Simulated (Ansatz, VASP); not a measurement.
## One calculation of BN, two programs

```
B N
1.0
     4.36675    0.00000    0.00000
     0.00000    4.36675    0.00000
     0.00000    0.00000    2.52075
B N
4 4
Cartesian
  0.7601 3.6067 1.2604
  1.4233 1.4233 0.0000
  2.9434 2.9434 0.0000
  3.6067 0.7601 1.2604
  3.5471 3.5471 1.2604
  1.3637 3.0031 0.0000
  3.0031 1.3637 0.0000
  0.8197 0.8197 1.2604
```

Alike in both runs: functional LDA; k mesh 6 × 6 × 10; occupations gaussian, width 0.02 eV; no spin polarisation.

Ansatz relaxed the structure, and its values are those at the end. VASP's run is a single point on that final structure, the one shown.

```csv
,VASP,Ansatz
version,VASP 6.6.1,Ansatz 0.2.0
potentials or method,"VASP PAW LDA potentials, release 64 (B, N), cutoff 520 eV","scalar-relativistic, plane waves, PAW"
valence electrons in the cell,32,32
```

Ansatz gave:

```
gap on the k mesh at the Fermi level (eV) : 4.58
least direct gap on the mesh (eV)         : 5.72
pressure (GPa)                            : 0.0
rms of the force components (eV/Å)        : 0.001
```

Question: Which values does VASP return?

Answer: gap on the k mesh at the Fermi level (eV): 4.56; least direct gap on the mesh (eV): 5.70; pressure (GPa): 1.1; rms of the force components (eV/Å): 0.003.

Ansatz warns that its potentials were made for another functional, while VASP's fit it. LDA's correlation is that of Perdew and Zunger in VASP and of Perdew and Wang (1992) in Ansatz.
